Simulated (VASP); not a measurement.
Wanted: the native input for a VASP 6.6.1 run.

| Item | Value |
| --- | --- |
| Task | single point |
| Functional | PBE |
| Potentials or basis | VASP PAW PBE potentials, release 64 (V_sv, O) |
| Cutoff | 600 eV |
| k mesh | 6 × 6 × 10 |
| Occupations | gaussian, width 0.05 eV |
| Spin | collinear spin, ferromagnetic start |
| Starting moments | [0.92, 0.92, 0.0, 0.0, 0.0, 0.0] μB |
| Dipole correction | no |
| Further INCAR settings | ALGO = Normal; EDIFF = 1e-06; NBANDS = 38 |

The structure of VO2 lies in POSCAR:

```
VO2
1.0
    4.5831750823      0.0000000000      0.0000000000
    0.0000000000      4.5831750823      0.0000000000
    0.0000000000      0.0000000000      2.8384132980
V O
2 4
Direct
    0.0000000000      0.0000000000      0.0000000000
    0.5000000000      0.5000000000      0.5000000000
    0.3000128630      0.3000128630      0.0000000000
    0.1999871370      0.8000128630      0.5000000000
    0.6999871370      0.6999871370      0.0000000000
    0.8000128630      0.1999871370      0.5000000000
```

The input as run:

INCAR

```
SYSTEM = VO2
PREC = Accurate
ENCUT = 600
EDIFF = 1E-6
ISMEAR = 0
SIGMA = 0.05
LREAL = .False.
LASPH = .True.
NELM = 200
ALGO = Normal
ISIF = 2
LWAVE = .False.
LCHARG = .False.
ISPIN = 2
MAGMOM = 0.92 0.92 0 0 0 0
LORBIT = 11
LMAXMIX = 4
GGA = PE
NBANDS = 38
GGA_COMPAT = .False.
```

KPOINTS

```
Automatic mesh
0
Gamma
  6 6 10
  0 0 0
```

Potentials or basis: VASP PAW PBE potentials, release 64 (V_sv, O).

Launch:

```bash
$ cat potpaw_PBE.64/V_sv/POTCAR potpaw_PBE.64/O/POTCAR > POTCAR
$ mpirun -np 1 vasp_std > vasp.out
```

Results of the run:

The pressure is 0.7 GPa. The largest force is 0.030 eV/Å, the band gap on the k mesh is zero (filled and empty bands overlap) and the net moment is 2.00 μB per cell. The site moments are V +1.05; O -0.05 μB. The valence electrons inside the program's atomic spheres are V 11.52; O 5.04.

Caveat: semilocal functionals often make such compounds metallic where correlation or magnetic order opens a gap, which also shifts bond lengths.

It took 3.3 min on 1 thread of Intel(R) Xeon(R) 6975P-C (Granite Rapids), with other jobs on the host, peak memory 0.36 GiB.
